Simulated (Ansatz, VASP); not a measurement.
**BAs in VASP and in Ansatz**

INCAR

```
PREC = Accurate ; ENCUT = 500
EDIFF = 1E-6 ; ISMEAR = -1
SIGMA = 0.02 ; LREAL = F
LASPH = T ; NELM = 120
ALGO = Normal ; ISIF = 2
LWAVE = F ; LCHARG = T
GGA = PE ; IVDW = 13
LELF = T ; LVHAR = T
NBANDS = 11 ; GGA_COMPAT = F
```

KPOINTS

```
Automatic mesh
0
Gamma
  6 6 6
```

The input POSCAR:

```
BAs
1.0
    0.0000000000      2.3052873216      2.3052873216
    2.3052873216      0.0000000000      2.3052873216
    2.3052873216      2.3052873216      0.0000000000
B As
1 1
Direct
    0.0000000000      0.0000000000      0.0000000000
    0.5000000000      0.5000000000      0.5000000000
```

Input for Ansatz:

```yaml
crystal:
  lattice:
    - [0.0, 2.3052873216, 2.3052873216]
    - [2.3052873216, 0.0, 2.3052873216]
    - [2.3052873216, 2.3052873216, 0.0]
  atoms:
    - { symbol: B, position: [0.0, 0.0, 0.0] }
    - { symbol: As, position: [0.5, 0.5, 0.5] }
kpoints:
  mp_grid: { grid: [6, 6, 6] }
hamiltonian:
  xc: pbe
  dispersion: d4
scf:
  occupations: { method: fermi_dirac, width: 0.02 }
  n_extra_bands: 4
output:
  forces: true
  stress: true
  eigenvalues: true
```

Alike in both runs: task single point; functional PBE; dispersion D4; k mesh 6 × 6 × 6; occupations fermi-dirac, width 0.02 eV; no spin polarisation.

```csv
,VASP,Ansatz
version,VASP 6.6.1,Ansatz 0.2.0
potentials or method,"VASP PAW PBE potentials, release 64 (B, As)",plane waves
plane-wave cutoff (eV),500,420
valence electrons in the cell,8,18
```

Ansatz gave:

| Quantity | Value |
| --- | --- |
| pressure (GPa) | -5.0 |

Question: Estimate VASP's values.

Answer: Pressure (GPa): -4.7.

VASP's potentials hold 8 valence electrons a cell and Ansatz's 18, so a difference there can come from the potentials and not from the codes.

The k mesh is coarse, so the values compare programs but aren't converged.
